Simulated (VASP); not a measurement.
Li2ZrP2, 5 atoms in the cell. The structure is tetragonal, space group I4/mmm (No. 139). Conventional cell: a = 3.601 Å, b = 3.601 Å, c = 11.412 Å, α = 90.00°, β = 90.00°, γ = 90.00°. Li (site symmetry -4m2) has 4 P at 2.45 Å and 4 Li at 2.55 Å within 3.2 Å. Within 3.7 Å of Zr (site symmetry 4/mmm) lie 8 P at 2.81 Å and 8 Li at 3.37 Å and 4 Zr at 3.60 Å. P (site symmetry 4mm) has 1 P at 2.38 Å and 4 Li at 2.45 Å and 4 Zr at 2.81 Å within 3.1 Å. 

| Item | Value |
| --- | --- |
| Program | VASP 6.6.1 |
| Task | single point |
| Functional | PBE |
| Potentials or basis | VASP PAW PBE potentials, release 64 (Li_sv, Zr_sv, P) |
| Cutoff | 520 eV |
| k mesh | 6 × 6 × 6 |
| Occupations | gaussian, width 0.1 eV |
| Spin | no spin polarisation |
| Dipole correction | no |
| Further INCAR settings | ALGO = Normal; EDIFF = 1e-07; NBANDS = 22 |

Potentials or basis: VASP PAW PBE potentials, release 64 (Li_sv, Zr_sv, P).

Run with:

```bash
$ cat potpaw_PBE.64/Li_sv/POTCAR potpaw_PBE.64/Zr_sv/POTCAR potpaw_PBE.64/P/POTCAR > POTCAR
$ mpirun -np 1 vasp_std > vasp.out
```

Hardware: 1 thread of Intel(R) Xeon(R) Platinum 8259CL CPU @ 2.50GHz (Skylake/Cascade Lake) (shared host).

Question: Estimate the wall time of this run.

Answer: Run time: 2.6 min on 1 thread of Intel(R) Xeon(R) Platinum 8259CL CPU @ 2.50GHz (Skylake/Cascade Lake) (shared host), peak memory 0.34 GiB. Counts: scf iterations 15, k points 30.
